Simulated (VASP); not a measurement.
# Si3Mo in VASP: a series of runs

Runs on Si3Mo. Level: PBEsol. Tasks: single point.

Program: VASP 6.6.1. These are calculated values, not measurements. Logs are shortened: lines on timing, memory, paths and dates and some standing lists are left out, and cuts for length are marked.

## Step 1: The cell of the first run

The cell holds a slab with vacuum, 8 atoms: a = 3.190 Å, b = 3.190 Å, c = 24.152 Å, α = 90.00°, β = 90.00°, γ = 90.00°.

## Step 2: Single point, PBEsol

The input, INCAR:

```
SYSTEM = Si3Mo
PREC = Accurate
ENCUT = 520
EDIFF = 1E-6
ISMEAR = 0
SIGMA = 0.1
LREAL = .False.
LASPH = .True.
NELM = 60
ALGO = Normal
ISIF = 2
LWAVE = .False.
LCHARG = .False.
LDIPOL = .True.
IDIPOL = 3
DIPOL = 0.5 0.5 0.500
GGA = PS
NBANDS = 36
```

The input, KPOINTS:

```
Automatic mesh
0
Gamma
  11 11 1
  0 0 0
```

The input, POSCAR:

```
Si3Mo
1.0
    3.1900700819      0.0000000000      0.0000000000
    0.0000000000      3.1900700819      0.0000000000
    0.0000000000      0.0000000000     24.1519528191
Si Mo
6 2
Direct
    0.5000000000      0.5000000000      0.3105338958
    0.0000000000      0.0000000000      0.3656254545
    0.0000000000      0.0000000000      0.4724542206
    0.5000000000      0.5000000000      0.5275457794
    0.5000000000      0.5000000000      0.6343745455
    0.0000000000      0.0000000000      0.6894661042
    0.5000000000      0.5000000000      0.4190398376
    0.0000000000      0.0000000000      0.5809601624
```

Potentials or basis: VASP PAW PBE potentials, release 64 (Si, Mo_sv).

Run with:

```bash
> cat potpaw_PBE.64/Si/POTCAR potpaw_PBE.64/Mo_sv/POTCAR > POTCAR
> mpirun -np 1 vasp_std > vasp.out
```

OUTCAR:

```text
SYSTEM = Si3Mo
   PREC = Accurate
   ENCUT = 520
   EDIFF = 1E-6
   ISMEAR = 0
   LREAL = .False.
   LASPH = .True.
   NELM = 60
   ISIF = 2
   GGA = PS

 ion  position               nearest neighbor table
   1  0.500  0.500  0.311-   2 2.62   2 2.62   2 2.62   2 2.62   7 2.62
   2  0.000  0.000  0.366-   3 2.58   7 2.60   7 2.60   7 2.60   7 2.60   1 2.62   1 2.62   1 2.62
                             1 2.62
   3  0.000  0.000  0.472-   2 2.58   7 2.60   7 2.60   7 2.60   7 2.60   4 2.62   4 2.62   4 2.62
                             4 2.62   8 2.62
   4  0.500  0.500  0.528-   5 2.58   8 2.60   8 2.60   8 2.60   8 2.60   3 2.62   3 2.62   3 2.62
                             3 2.62   7 2.62
   5  0.500  0.500  0.634-   4 2.58   8 2.60   8 2.60   8 2.60   8 2.60   6 2.62   6 2.62   6 2.62
                             6 2.62
   6  0.000  0.000  0.689-   5 2.62   5 2.62   5 2.62   5 2.62   8 2.62
   7  0.500  0.500  0.419-   3 2.60   3 2.60   3 2.60   3 2.60   2 2.60   2 2.60   2 2.60   2 2.60
                             4 2.62   1 2.62
   8  0.000  0.000  0.581-   4 2.60   4 2.60   4 2.60   4 2.60   5 2.60   5 2.60   5 2.60   5 2.60
                             3 2.62   6 2.62

  LATTYP: Found a simple tetragonal cell.
 ALAT       =     3.1900700819
 C/A-ratio  =     7.5709787557

  Lattice vectors:

 A1 = (   3.1900700819,   0.0000000000,   0.0000000000)
 A2 = (   0.0000000000,   3.1900700819,   0.0000000000)
 A3 = (   0.0000000000,   0.0000000000,  24.1519528191)

Analysis of symmetry for initial positions (statically):
=====================================================================
 Subroutine PRICEL returns:
 Original cell was already a primitive cell.

 Routine SETGRP: Setting up the symmetry group for a
 simple tetragonal supercell.

 Subroutine GETGRP returns: Found 16 space group operations
 (whereof  8 operations were pure point group operations)
 out of a pool of 16 trial point group operations.

The static configuration has the point symmetry C_4v.
 The point group associated with its full space group is D_4h.

Analysis of symmetry for dynamics (positions and initial velocities):
=====================================================================
 Subroutine PRICEL returns:
 Original cell was already a primitive cell.

 Routine SETGRP: Setting up the symmetry group for a
 simple tetragonal supercell.

 Subroutine GETGRP returns: Found 16 space group operations
 (whereof  8 operations were pure point group operations)
 out of a pool of 16 trial point group operations.

The dynamic configuration has the point symmetry C_4v.
[... 123 lines left out ...]
   ISMEAR =     0;   SIGMA  =   0.10  broadening in eV -4-tet -1-fermi 0-gaus
   EFERMI_NEDOS =   21; number of points for ismear=-14 and -15
   IALGO  =     38    algorithm
   IMIX   =      4    mixing-type and parameters
     AMIX     =   0.40;   BMIX     =  1.00
     AMIX_MAG =   1.60;   BMIX_MAG =  1.00
  volume/ion in A,a.u.               =      30.72       207.33
  Fermi-wavevector in a.u.,A,eV,Ry     =   0.975495  1.843418 12.947175  0.951590
  Thomas-Fermi vector in A             =   2.106039
   LORBIT       =      0    0 simple, 1 ext, 2 COOP (PROOUT), +10 PAW based schemes
   GGA     = PS    functional components
   LHFCALC =     F    Hartree Fock is set to
   AEXX    =    0.0000 exact exchange contribution
   IVDW    =     0    specifies the selected vdW correction
   LEPSILON=     F    determine dielectric tensor
   LRPA    =     F    only Hartree local field effects (RPA)
 non-spin polarized calculation
 Gauss-broadening in eV      SIGMA  =   0.10
  energy-cutoff  :      520.00
  volume of cell :      245.78
 maximum number of plane-waves:      6684
 NGX is ok and might be reduce to    24
   NGX = 11   NGY = 11   NGZ = 89

 dipolmoment           0.000000      0.000000      0.000000 electrons x Angstroem

 number of electron      52.0000009 magnetization

 dipolmoment           0.000000      0.000000     -0.000000 electrons x Angstroem

 Free energy of the ion-electron system (eV)
  ---------------------------------------------------
  ext. energy  EPLUGINS =         0.00000000
  ---------------------------------------------------
  free energy    TOTEN  =       -58.51431032 eV

  energy without entropy =      -58.49014482  energy(sigma->0) =      -58.50222757

 E-fermi :   2.1847     XC(G=0):  -6.2024

 val. band max:        2.1585952062   @ k =   0.3636   0.2727   0.0000
 cond. band min:       2.1854584755   @ k =   0.3636   0.3636   0.0000
 fundamental gap:      0.0268632693
 Fermi energy:         2.1847235019

 k-point     1 :       0.0000    0.0000    0.0000
  band No.  band energies     occupation
      1     -58.2025      2.00000
      2     -58.2022      2.00000
      3     -32.3880      2.00000
      4     -32.3750      2.00000
      5     -32.3233      2.00000
      6     -32.3233      2.00000
[... 808 lines left out ...]
     35       6.2031      0.00000
     36       6.3401      0.00000

------------------------ aborting loop because EDIFF is reached ----------------------------------------

 vacuum level on the upper side and lower side of the slab       (xc-potential included)        -0.129        -0.129

  FORCE on cell =-STRESS in cart. coord.  units (eV):
  Direction    XX          YY          ZZ          XY          YZ          ZX
  --------------------------------------------------------------------------------------
  -------------------------------------------------------------------------------------
  Total       -2.5834755     -2.5834755      2.4541846      0.0000000      0.0000000     -0.0000000
  in kB      -16.8407808    -16.8407808     15.9979786      0.0000000      0.0000000     -0.0000000
  external PRESSURE =      -5.8945277 kB  Pullay stress =       0.0000000 kB

 VOLUME and BASIS-vectors are now :
 -----------------------------------------------------------------------------
  energy-cutoff  :      520.00
  volume of cell :      245.78
      direct lattice vectors                 reciprocal lattice vectors
     3.190070082  0.000000000  0.000000000     0.313472737  0.000000000  0.000000000
     0.000000000  3.190070082  0.000000000     0.000000000  0.313472737  0.000000000
     0.000000000  0.000000000 24.151952819     0.000000000  0.000000000  0.041404519

 POSITION                                       TOTAL-FORCE (eV/Angst)
 -----------------------------------------------------------------------------------
      1.59504      1.59504      7.50000         0.000000      0.000000     -0.044343
      0.00000      0.00000      8.83057         0.000000     -0.000000     -0.344896
      0.00000      0.00000     11.41069         0.000000      0.000000      0.128126
      1.59504      1.59504     12.74126         0.000000      0.000000     -0.128126
      1.59504      1.59504     15.32138        -0.000000      0.000000      0.344896
      0.00000      0.00000     16.65195         0.000000     -0.000000      0.044343
      1.59504      1.59504     10.12063        -0.000000      0.000000     -0.000753
      0.00000      0.00000     14.03132         0.000000      0.000000      0.000753
 -----------------------------------------------------------------------------------
    total drift:                                0.000000     -0.000000     -0.000000

  FREE ENERGIE OF THE ION-ELECTRON SYSTEM (eV)
  ---------------------------------------------------
  free  energy   TOTEN  =       -58.5143103191 eV

  energy  without entropy=      -58.4901448165  energy(sigma->0) =      -58.50222757

 vacuum level on the upper side and lower side of the slab         7.294         7.294
```

OSZICAR:

```text
N       E                     dE             d eps       ncg     rms          rms(c)
DAV:   1     0.325702135882E+03    0.32570E+03   -0.26911E+04  1848   0.122E+03
DAV:   2    -0.440818160592E+02   -0.36978E+03   -0.35805E+03  1836   0.292E+02
DAV:   3    -0.605395527849E+02   -0.16458E+02   -0.15948E+02  1932   0.533E+01
[... 15 lines left out ...]
DAV:  19    -0.585142663042E+02   -0.45256E-04   -0.18090E-06  1388   0.314E-03    0.123E-03
DAV:  20    -0.585142882823E+02   -0.21978E-04   -0.81763E-07  1352   0.178E-03    0.125E-03
DAV:  21    -0.585143068486E+02   -0.18566E-04   -0.13724E-06  1360   0.187E-03    0.408E-04
DAV:  22    -0.585143093651E+02   -0.25165E-05   -0.11387E-07  1216   0.691E-04    0.332E-04
DAV:  23    -0.585143103191E+02   -0.95395E-06   -0.59665E-08  1164   0.417E-04
   1 F= -.58514310E+02 E0= -.58502228E+02  d E =-.241655E-01
```

It took 3.1 min on 1 thread of Intel Xeon Platinum 8488C (Sapphire Rapids), shared host; peak memory 0.38 GiB.

What came out:

| Property | Result |
| --- | --- |
| Free energy | -58.5143 eV |
| Largest force | 0.345 eV/Å |
| Band gap on the k mesh | zero (bands 26 and 27 overlap by 1.08 eV) |

Forces in eV/Å, atoms in the order of the input:
```
Si   0.000  0.000 -0.044
Si   0.000  0.000 -0.345
Si   0.000  0.000  0.128
Si   0.000  0.000 -0.128
Si   0.000  0.000  0.345
Si   0.000  0.000  0.044
Mo   0.000  0.000 -0.001
Mo   0.000  0.000  0.001
```

Caveat: the PAW data sets were made with another functional, which shifts forces and pressure a little.

## Step 3: Single point, PBEsol

The input, INCAR:

```
SYSTEM = Si3Mo
PREC = Accurate
ENCUT = 520
EDIFF = 1E-7
ISMEAR = 0
SIGMA = 0.1
LREAL = .FALSE.
LASPH = .TRUE.
NELM = 100
ALGO = Normal
ISIF = 2
LWAVE = .FALSE.
LCHARG = .TRUE.
LDIPOL = .TRUE.
IDIPOL = 3
DIPOL = 0.5 0.5 0.500
GGA = PS
LELF = .TRUE.
LVHAR = .TRUE.
LVACPOTAV = .TRUE.
NBANDS = 36
```

The input, KPOINTS:

```
regular mesh
0
G
  11 11 1
  0 0 0
```

The input, POSCAR:

```
Si3Mo
1.0
    3.1900700819      0.0000000000      0.0000000000
    0.0000000000      3.1900700819      0.0000000000
    0.0000000000      0.0000000000     24.1519528191
Si Mo
6 2
Direct
    0.5000000000      0.5000000000      0.3095249861
    0.0000000000      0.0000000000      0.3635059400
    0.0000000000      0.0000000000      0.4722462548
    0.5000000000      0.5000000000      0.5277537453
    0.5000000000      0.5000000000      0.6364940594
    0.0000000000      0.0000000000      0.6904750140
    0.5000000000      0.5000000000      0.4182717064
    0.0000000000      0.0000000000      0.5817282941
```

Potentials or basis: VASP PAW PBE potentials, release 64 (Si, Mo_sv).

Run with:

```bash
> cat potpaw_PBE.64/Si/POTCAR potpaw_PBE.64/Mo_sv/POTCAR > POTCAR
> mpirun -np 1 vasp_std > vasp.out
```

OUTCAR:

```text
SYSTEM = Si3Mo
   PREC = Accurate
   ENCUT = 520
   EDIFF = 1E-7
   ISMEAR = 0
   LREAL = .FALSE.
   LASPH = .TRUE.
   NELM = 100
   ISIF = 2
   GGA = PS

 ion  position               nearest neighbor table
   1  0.500  0.500  0.310-   2 2.61   2 2.61   2 2.61   2 2.61   7 2.63
   2  0.000  0.000  0.364-   1 2.61   1 2.61   1 2.61   1 2.61   7 2.61   7 2.61   7 2.61   7 2.61
                             3 2.63
   3  0.000  0.000  0.472-   7 2.61   7 2.61   7 2.61   7 2.61   4 2.62   4 2.62   4 2.62   4 2.62
                             2 2.63   8 2.64
   4  0.500  0.500  0.528-   8 2.61   8 2.61   8 2.61   8 2.61   3 2.62   3 2.62   3 2.62   3 2.62
                             5 2.63   7 2.64
   5  0.500  0.500  0.636-   6 2.61   6 2.61   6 2.61   6 2.61   8 2.61   8 2.61   8 2.61   8 2.61
                             4 2.63
   6  0.000  0.000  0.690-   5 2.61   5 2.61   5 2.61   5 2.61   8 2.63
   7  0.500  0.500  0.418-   3 2.61   3 2.61   3 2.61   3 2.61   2 2.61   2 2.61   2 2.61   2 2.61
                             1 2.63   4 2.64
   8  0.000  0.000  0.582-   4 2.61   4 2.61   4 2.61   4 2.61   5 2.61   5 2.61   5 2.61   5 2.61
                             6 2.63   3 2.64

  LATTYP: Found a simple tetragonal cell.
 ALAT       =     3.1900700819
 C/A-ratio  =     7.5709787557
[... 207 lines left out ...]
      5     -32.2954      2.00000
      6     -32.2954      2.00000
[... 808 lines left out ...]
     35       6.1481      0.00000
     36       6.3178      0.00000

------------------------ aborting loop because EDIFF is reached ----------------------------------------

  FORCE on cell =-STRESS in cart. coord.  units (eV):
  Direction    XX          YY          ZZ          XY          YZ          ZX
  --------------------------------------------------------------------------------------
  -------------------------------------------------------------------------------------
  Total       -3.0071356     -3.0071356      0.1851995      0.0000000     -0.0000000      0.0000000
  in kB      -19.6024745    -19.6024745      1.2072515      0.0000000     -0.0000000      0.0000000
  external PRESSURE =     -12.6658992 kB  Pullay stress =       0.0000000 kB

 VOLUME and BASIS-vectors are now :
 -----------------------------------------------------------------------------
  energy-cutoff  :      520.00
  volume of cell :      245.78
      direct lattice vectors                 reciprocal lattice vectors
     3.190070082  0.000000000  0.000000000     0.313472737  0.000000000  0.000000000
     0.000000000  3.190070082  0.000000000     0.000000000  0.313472737  0.000000000
     0.000000000  0.000000000 24.151952819     0.000000000  0.000000000  0.041404519

 POSITION                                       TOTAL-FORCE (eV/Angst)
 -----------------------------------------------------------------------------------
      1.59504      1.59504      7.47563        -0.000000     -0.000000     -0.012380
      0.00000      0.00000      8.77938         0.000000     -0.000000     -0.012767
      0.00000      0.00000     11.40567         0.000000     -0.000000      0.006334
      1.59504      1.59504     12.74628         0.000000      0.000000     -0.006334
      1.59504      1.59504     15.37257         0.000000      0.000000      0.012767
      0.00000      0.00000     16.67632         0.000000      0.000000      0.012380
      1.59504      1.59504     10.10208        -0.000000     -0.000000     -0.004460
      0.00000      0.00000     14.04987         0.000000      0.000000      0.004460
 -----------------------------------------------------------------------------------
    total drift:                                0.000000     -0.000000      0.000015

  FREE ENERGIE OF THE ION-ELECTRON SYSTEM (eV)
  ---------------------------------------------------
  free  energy   TOTEN  =       -58.5331503949 eV

  energy  without entropy=      -58.5092880666  energy(sigma->0) =      -58.52121923

 vacuum level on the upper side and lower side of the slab         7.380         7.380
```

Wall time 3.7 min (1 thread of Intel Xeon Platinum 8488C (Sapphire Rapids), shared host); peak memory 0.38 GiB.

What came out:

- Free energy: -58.5332 eV
- Largest force: 0.013 eV/Å
- Band gap on the k mesh: zero (bands 26 and 27 overlap by 1.08 eV)

Forces in eV/Å, atoms in the order of the input:
```
Si   0.000  0.000 -0.012
Si   0.000  0.000 -0.013
Si   0.000  0.000  0.006
Si   0.000  0.000 -0.006
Si   0.000  0.000  0.013
Si   0.000  0.000  0.012
Mo   0.000  0.000 -0.004
Mo   0.000  0.000  0.004
```

Caveat: the PAW data sets were made with another functional, which shifts forces and pressure a little.
